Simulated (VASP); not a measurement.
# TiO2 (Pbcn) in VASP: relaxation of cell and atoms with PBE

Aim: the relaxation of cell and atoms of TiO2 with PBE.

All numbers are computed with VASP 6.6.1; they aren't measurements. Logs are shortened: lines on timing, memory, paths and dates and some standing lists are left out, and cuts for length are marked.

## (1) The cell of the first run

Symmetry: Pbcn, No. 60, orthorhombic system. Conventional cell: a = 4.545 Å, b = 5.520 Å, c = 4.909 Å, α = 90.00°, β = 90.00°, γ = 90.00°. Within 2.5 Å of Ti (site symmetry 2) lie 6 O at 1.88 to 2.09 Å. Within 3.0 Å of O (site symmetry 1) lie 3 Ti at 1.88 to 2.09 Å and 12 O at 2.58 to 2.97 Å.

## (2) Relaxation of cell and atoms, PBE

The input, INCAR:

```
SYSTEM = TiO2
ALGO = Normal ; EDIFF = 1E-7
EDIFFG = -0.04 ; ENCUT = 600
GGA = PE ; IBRION = 2
ISIF = 3 ; ISMEAR = 0
LASPH = .TRUE. ; LCHARG = .FALSE.
LREAL = .FALSE. ; LWAVE = .FALSE.
NELM = 100 ; NSW = 90
PREC = Accurate ; SIGMA = 0.1
```

The input, KPOINTS:

```
k-points
0
G
  4 4 4
  0 0 0
```

The input, POSCAR:

```
TiO2
1.0
    4.5453495500      0.0000000000      0.0000000000
    0.0000000000      5.5196194400      0.0000000000
    0.0000000000      0.0000000000      4.9091968600
Ti O
4 8
Direct
    0.5000000000      0.6729909300      0.7500000000
    0.0000000000      0.8270090700      0.2500000000
    0.5000000000      0.3270090700      0.2500000000
    0.0000000000      0.1729909300      0.7500000000
    0.7285493800      0.6182753600      0.0813509200
    0.2285493800      0.8817246400      0.9186490800
    0.7714506200      0.8817246400      0.5813509200
    0.2714506200      0.6182753600      0.4186490800
    0.7285493800      0.3817246400      0.5813509200
    0.2285493800      0.1182753600      0.4186490800
    0.7714506200      0.1182753600      0.0813509200
    0.2714506200      0.3817246400      0.9186490800
```

Potentials or basis: VASP PAW PBE potentials, release 64 (Ti_sv, O).

The run is started by

```sh
$ cat potpaw_PBE.64/Ti_sv/POTCAR potpaw_PBE.64/O/POTCAR > POTCAR
$ mpirun -np 1 vasp_std > vasp.out
```

OUTCAR:

```text
SYSTEM = TiO2
   EDIFF = 1E-7
   EDIFFG = -0.04
   ENCUT = 600
   GGA = PE
   IBRION = 2
   ISIF = 3
   ISMEAR = 0
   LASPH = .TRUE.
   LREAL = .FALSE.
   NELM = 100
   NSW = 90
   PREC = Accurate

 ion  position               nearest neighbor table
   1  0.500  0.673  0.750-   6 1.88   7 1.88   5 1.95   8 1.95   9 2.09  12 2.09
   2  0.000  0.827  0.250-   5 1.88   8 1.88   7 1.95   6 1.95  10 2.09  11 2.09
   3  0.500  0.327  0.250-  10 1.88  11 1.88   9 1.95  12 1.95   5 2.09   8 2.09
   4  0.000  0.173  0.750-   9 1.88  12 1.88  11 1.95  10 1.95   6 2.09   7 2.09
   5  0.729  0.618  0.081-   2 1.88   1 1.95   3 2.09
   6  0.229  0.882  0.919-   1 1.88   2 1.95   4 2.09
   7  0.771  0.882  0.581-   1 1.88   2 1.95   4 2.09
   8  0.271  0.618  0.419-   2 1.88   1 1.95   3 2.09
   9  0.729  0.382  0.581-   4 1.88   3 1.95   1 2.09
  10  0.229  0.118  0.419-   3 1.88   4 1.95   2 2.09
  11  0.771  0.118  0.081-   3 1.88   4 1.95   2 2.09
  12  0.271  0.382  0.919-   4 1.88   3 1.95   1 2.09

  LATTYP: Found a simple orthorhombic cell.
 ALAT       =     4.5453495500
 B/A-ratio  =     1.0800482572
 C/A-ratio  =     1.2143443269

  Lattice vectors:

 A1 = (  -4.5453495500,   0.0000000000,   0.0000000000)
 A2 = (   0.0000000000,   0.0000000000,   4.9091968600)
 A3 = (   0.0000000000,   5.5196194400,   0.0000000000)

Analysis of symmetry for initial positions (statically):
=====================================================================
 Subroutine PRICEL returns:
 Original cell was already a primitive cell.

 Routine SETGRP: Setting up the symmetry group for a
 simple orthorhombic supercell.

 Subroutine GETGRP returns: Found  8 space group operations
 (whereof  2 operations were pure point group operations)
 out of a pool of  8 trial point group operations.

The static configuration has the point symmetry S_2 .
 The point group associated with its full space group is D_2h.

Analysis of symmetry for dynamics (positions and initial velocities):
=====================================================================
 Subroutine PRICEL returns:
 Original cell was already a primitive cell.

 Routine SETGRP: Setting up the symmetry group for a
 simple orthorhombic supercell.

 Subroutine GETGRP returns: Found  8 space group operations
 (whereof  2 operations were pure point group operations)
 out of a pool of  8 trial point group operations.

The dynamic configuration has the point symmetry S_2 .
 The point group associated with its full space group is D_2h.

 Subroutine INISYM returns: Found  8 space group operations
 (whereof  2 operations are pure point group operations),
 and found     1 'primitive' translations

----------------------------------------------------------------------------------------

                                     Primitive cell

  volume of cell :     123.1649

  direct lattice vectors                    reciprocal lattice vectors
     4.545349550  0.000000000  0.000000000     0.220005082  0.000000000  0.000000000
     0.000000000  5.519619440  0.000000000     0.000000000  0.181171911  0.000000000
     0.000000000  0.000000000  4.909196860     0.000000000  0.000000000  0.203699307

  length of vectors
     4.545349550  5.519619440  4.909196860     0.220005082  0.181171911  0.203699307

  position of ions in fractional coordinates (direct lattice)
     0.500000000  0.672990930  0.750000000
     0.000000000  0.827009070  0.250000000
     0.500000000  0.327009070  0.250000000
     0.000000000  0.172990930  0.750000000
     0.728549380  0.618275360  0.081350920
     0.228549380  0.881724640  0.918649080
     0.771450620  0.881724640  0.581350920
     0.271450620  0.618275360  0.418649080
     0.728549380  0.381724640  0.581350920
     0.228549380  0.118275360  0.418649080
     0.771450620  0.118275360  0.081350920
     0.271450620  0.381724640  0.918649080

  ion indices of the primitive-cell ions
   primitive index   ion index
                 1           1
                 2           2
                 3           3
                 4           4
                 5           5
                 6           6
                 7           7
                 8           8
                 9           9
                10          10
                11          11
                12          12

----------------------------------------------------------------------------------------

 KPOINTS: k-points

Automatic generation of k-mesh.
 Grid dimensions read from file:
 generate k-points for:    4    4    4

 Generating k-lattice:

  Cartesian coordinates                     Fractional coordinates (reciprocal lattice)
     0.055001270  0.000000000  0.000000000     0.250000000  0.000000000  0.000000000
     0.000000000  0.045292978  0.000000000     0.000000000  0.250000000  0.000000000
     0.000000000  0.000000000  0.050924827     0.000000000  0.000000000  0.250000000

  Length of vectors
     0.055001270  0.045292978  0.050924827

  Shift w.r.t. Gamma in fractional coordinates (k-lattice)
     0.000000000  0.000000000  0.000000000

 Subroutine IBZKPT returns following result:
 ===========================================

 Found     27 irreducible k-points:

 Following reciprocal coordinates:
            Coordinates               Weight
  0.000000  0.000000  0.000000      1.000000
  0.250000  0.000000  0.000000      2.000000
  0.500000  0.000000  0.000000      1.000000
  0.000000  0.250000  0.000000      2.000000
  0.250000  0.250000  0.000000      4.000000
  0.500000  0.250000  0.000000      2.000000
[... 16 lines left out ...]
  0.250000  0.250000  0.500000      4.000000
  0.500000  0.250000  0.500000      2.000000
 [... further k-points ...]
   k-points           NKPTS =     27   k-points in BZ     NKDIM =     27   number of bands    NBANDS=     57
   number of dos      NEDOS =    301   number of ions     NIONS =     12
   total plane-waves  NPLWV =  69120
   dimension x,y,z NGX =    36 NGY =   48 NGZ =   40
   dimension x,y,z NGXF=    72 NGYF=   96 NGZF=   80
   ions per type =               4   8
   NGX,Y,Z   is equivalent  to a cutoff of  13.17, 14.46, 13.55 a.u.
   NGXF,Y,Z  is equivalent  to a cutoff of  26.33, 28.91, 27.09 a.u.
 SYSTEM =  TiO2
   PREC   = accura    normal or accurate (medium, high low for compatibility)
   ISTART =      0    job   : 0-new  1-cont  2-samecut
   ICHARG =      2    charge: 1-file 2-atom 10-const
   ISPIN  =      1    spin polarized calculation?
   LNONCOLLINEAR =      F non collinear calculations
   LSORBIT =      F    spin-orbit coupling
   LASPH  =      T    aspherical Exc in radial PAW
   ENCUT  =  600.0 eV  44.10 Ry    6.64 a.u.   9.08 11.02  9.80*2*pi/ulx,y,z
   NELM   =    100;   NELMIN=  2; NELMDL= -5     # of ELM steps
   EDIFF  = 0.1E-06   stopping-criterion for ELM
   LREAL  =      F    real-space projection
   EDIFFG = -.4E-01   stopping-criterion for IOM
   NSW    =     90    number of steps for IOM
   IBRION =      2    ionic relax: 0-MD 1-quasi-New 2-CG
   NFREE  =      1    steps in history (QN), initial steepest desc. (CG)
   ISIF   =      3    stress and relaxation
   ISYM   =      2    0-nonsym 1-usesym 2-fastsym
   POTIM  = 0.5000    time-step for ionic-motion
   TEBEG  =    0.0;   TEEND  =   0.0 temperature during run
   PSTRESS=    0.0 pullay stress
   NELECT =      96.0000    total number of electrons
   NUPDOWN=      -1.0000    fix difference up-down
   EMIN   =  10.00;   EMAX   =-10.00  energy-range for DOS
   EFERMI =   0.00;   METHOD = LEGACY
   ISMEAR =     0;   SIGMA  =   0.10  broadening in eV -4-tet -1-fermi 0-gaus
   EFERMI_NEDOS =   21; number of points for ismear=-14 and -15
   IALGO  =     38    algorithm
   IMIX   =      4    mixing-type and parameters
     AMIX     =   0.40;   BMIX     =  1.00
     AMIX_MAG =   1.60;   BMIX_MAG =  1.00
  volume/ion in A,a.u.               =      10.26        69.26
  Fermi-wavevector in a.u.,A,eV,Ry     =   1.506617  2.847094 30.883806  2.269896
  Thomas-Fermi vector in A             =   2.617311
   LORBIT       =      0    0 simple, 1 ext, 2 COOP (PROOUT), +10 PAW based schemes
   GGA     = PE    functional components
   LHFCALC =     F    Hartree Fock is set to
   AEXX    =    0.0000 exact exchange contribution
   IVDW    =     0    specifies the selected vdW correction
   LEPSILON=     F    determine dielectric tensor
   LRPA    =     F    only Hartree local field effects (RPA)
 conjugate gradient relaxation of ions
 non-spin polarized calculation
 Gauss-broadening in eV      SIGMA  =   0.10
  energy-cutoff  :      600.00
  volume of cell :      123.16
 maximum number of plane-waves:      4144
   NGX = 19   NGY = 23   NGZ = 19

--------------------------------------- Ionic step        1  -------------------------------------------

 number of electron      96.0000017 magnetization

 Free energy of the ion-electron system (eV)
  ---------------------------------------------------
  ext. energy  EPLUGINS =         0.00000000
  ---------------------------------------------------
  free energy    TOTEN  =      -107.37934403 eV

  energy without entropy =     -107.37934403  energy(sigma->0) =     -107.37934403

------------------------ aborting loop because EDIFF is reached ----------------------------------------

  FORCE on cell =-STRESS in cart. coord.  units (eV):
  Direction    XX          YY          ZZ          XY          YZ          ZX
  --------------------------------------------------------------------------------------
  -------------------------------------------------------------------------------------
  Total        3.5025641      3.4812286      3.4782191      0.0000000      0.0000000     -0.0000000
  in kB       45.5627374     45.2851966     45.2460481      0.0000000      0.0000000     -0.0000000
  external PRESSURE =      45.3646607 kB  Pullay stress =       0.0000000 kB
[... 169 lines left out ...]
  energy  without entropy=     -107.4174083694  energy(sigma->0) =     -107.41740837

--------------------------------------- Ionic step        5  -------------------------------------------

 number of electron      95.9999997 magnetization

 Free energy of the ion-electron system (eV)
  ---------------------------------------------------
  ext. energy  EPLUGINS =         0.00000000
  ---------------------------------------------------
  free energy    TOTEN  =      -107.41936749 eV

  energy without entropy =     -107.41936749  energy(sigma->0) =     -107.41936749

 E-fermi :   4.8523     XC(G=0): -11.4073

 val. band max:        4.3998069178   @ k =   0.0000   0.0000   0.0000
 cond. band min:       6.9675086160   @ k =   0.0000   0.0000   0.5000
 fundamental gap:      2.5677016982
 Fermi energy:         4.8523262320

 k-point     1 :       0.0000    0.0000    0.0000
  band No.  band energies     occupation
      1     -52.0750      2.00000
      2     -52.0549      2.00000
      3     -52.0495      2.00000
      4     -52.0438      2.00000
      5     -28.4837      2.00000
      6     -28.4188      2.00000
[... 1429 lines left out ...]
     56       7.8607      0.00000
     57       8.3276      0.00000

 [... further k-points ...]

------------------------ aborting loop because EDIFF is reached ----------------------------------------

  FORCE on cell =-STRESS in cart. coord.  units (eV):
  Direction    XX          YY          ZZ          XY          YZ          ZX
  --------------------------------------------------------------------------------------
  -------------------------------------------------------------------------------------
  Total        0.0500670      0.0955387      0.0272235      0.0000000      0.0000000      0.0000000
  in kB        0.6375784      1.2166365      0.3466779      0.0000000      0.0000000      0.0000000
  external PRESSURE =       0.7336309 kB  Pullay stress =       0.0000000 kB
[... 27 lines left out ...]
  FREE ENERGIE OF THE ION-ELECTRON SYSTEM (eV)
  ---------------------------------------------------
  free  energy   TOTEN  =      -107.4193674861 eV

  energy  without entropy=     -107.4193674861  energy(sigma->0) =     -107.41936749

 reached required accuracy - stopping structural energy minimisation
```

It took 16 min on 1 thread of Intel Xeon 8259CL, shared host; peak memory 0.37 GiB.

Results:

```
Free energy                           : -107.4194 eV
Relaxed volume                        : 10.48 Å³/atom
Relaxed cell                          : a = 4.577 Å, b = 5.574 Å, c = 4.932 Å, α = 90.00°, β = 90.00°, γ = 90.00°
Space group after relaxing (to 0.1 Å) : Pbcn (No. 60)
Energy gained by relaxing             : 3.3 meV/atom
Ionic steps                           : 5
Pressure after relaxing               : 0.1 GPa
Largest force after relaxing          : 0.031 eV/Å
Band gap on the k mesh                : 2.57 eV (least direct gap 2.62 eV)
```

Forces in eV/Å, atoms in the order of the input:
```
Ti   0.000  0.018  0.000
Ti   0.000 -0.018  0.000
Ti   0.000 -0.018  0.000
Ti   0.000  0.018  0.000
O   -0.026 -0.017 -0.004
O   -0.026  0.017  0.004
O    0.026  0.017 -0.004
O    0.026 -0.017  0.004
O   -0.026  0.017 -0.004
O   -0.026 -0.017  0.004
O    0.026 -0.017 -0.004
O    0.026  0.017  0.004
```

The path:
| step | energy change (eV) | largest force (eV/Å) | pressure (GPa) | volume (Å³) |
| --- | --- | --- | --- | --- |
| 1 | 0.0000 | 0.0894 | 4.54 | 123.16 |
| 2 | 0.0087 | 0.1463 | -4.87 | 128.42 |
| 3 | -0.0344 | 0.1079 | -0.10 | 125.60 |
| 4 | -0.0381 | 0.0731 | -0.04 | 125.69 |
| 5 | -0.0400 | 0.0307 | 0.07 | 125.81 |

Final structure:
```cif
data_structure
_symmetry_space_group_name_H-M 'P 1'
_symmetry_Int_Tables_number 1
_cell_length_a 4.5765
_cell_length_b 5.5736
_cell_length_c 4.9324
_cell_angle_alpha 90.000
_cell_angle_beta 90.000
_cell_angle_gamma 90.000
_cell_volume 125.81
loop_
_atom_site_label
_atom_site_type_symbol
_atom_site_fract_x
_atom_site_fract_y
_atom_site_fract_z
_atom_site_occupancy
Ti1 Ti 0.50000 0.67549 0.75000 1
Ti2 Ti 0.00000 0.82451 0.25000 1
Ti3 Ti 0.50000 0.32451 0.25000 1
Ti4 Ti 0.00000 0.17549 0.75000 1
O1 O 0.72913 0.61978 0.08124 1
O2 O 0.22913 0.88022 0.91876 1
O3 O 0.77087 0.88022 0.58124 1
O4 O 0.27087 0.61978 0.41876 1
O5 O 0.72913 0.38022 0.58124 1
O6 O 0.22913 0.11978 0.41876 1
O7 O 0.77087 0.11978 0.08124 1
O8 O 0.27087 0.38022 0.91876 1
```

Levels at points of the mesh, in eV from the valence-band top:
| k point | band 46 | band 47 | band 48 | band 49 | band 50 | band 51 |
| --- | --- | --- | --- | --- | --- | --- |
| (0.00, 0.00, 0.00) | -0.42 | -0.01 | 0.00 | 2.62 | 2.63 | 2.76 |
| (0.50, 0.00, 0.00) | -0.51 | -0.24 | -0.24 | 3.05 | 3.05 | 3.19 |
| (0.00, 0.50, 0.00) | -1.19 | -0.12 | -0.12 | 2.72 | 2.72 | 3.15 |
| (0.50, 0.50, 0.00) | -0.51 | -0.34 | -0.34 | 2.93 | 2.93 | 2.95 |
| (0.00, 0.00, 0.50) | -0.40 | -0.29 | -0.29 | 2.57 | 2.57 | 2.99 |
| (0.50, 0.00, 0.50) | -0.50 | -0.50 | -0.50 | 2.94 | 2.94 | 2.94 |
| (0.00, 0.50, 0.50) | -0.42 | -0.42 | -0.42 | 2.85 | 2.85 | 2.85 |
| (0.50, 0.50, 0.50) | -0.78 | -0.78 | -0.78 | 2.97 | 2.97 | 2.97 |

A k mesh can miss the band edges.
